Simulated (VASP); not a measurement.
Here is a VASP 6.6.1 calculation.

File INCAR:

```
PREC = Accurate ; ENCUT = 520
EDIFF = 1E-6 ; ISMEAR = -1
SIGMA = 0.05 ; LREAL = F
LASPH = T ; NELM = 100
ALGO = Normal ; ISIF = 2
LWAVE = F ; LCHARG = F
GGA = CA ; NBANDS = 18
```

Contents of KPOINTS:

```
regular mesh
0
Gamma
  11 11 6
```

The input POSCAR:

```
La
1.0
    3.6750020097      0.0000000000      0.0000000000
   -1.8375010048      3.1826450993      0.0000000000
    0.0000000000      0.0000000000      6.0700000000
La
2
Direct
    0.3333333333      0.6666666667      0.2500000000
    0.6666666667      0.3333333333      0.7500000000
```

Potentials or basis: VASP PAW LDA potentials, release 64 (La).

Command:

```console
$ cat potpaw_LDA.64/La/POTCAR > POTCAR
$ mpirun -np 1 vasp_std > vasp.out
```

(1) Estimate the pressure.

(2) Estimate the band gap on the k mesh.

Results:

(1) -2.3 GPa.

(2) zero (bands 11 and 12 overlap by 1.44 eV).

Caveat: the cell differs from its parent crystal (equal xx and yy strain of -2 %); spin-orbit coupling is left out, which moves the levels of the heavy elements.
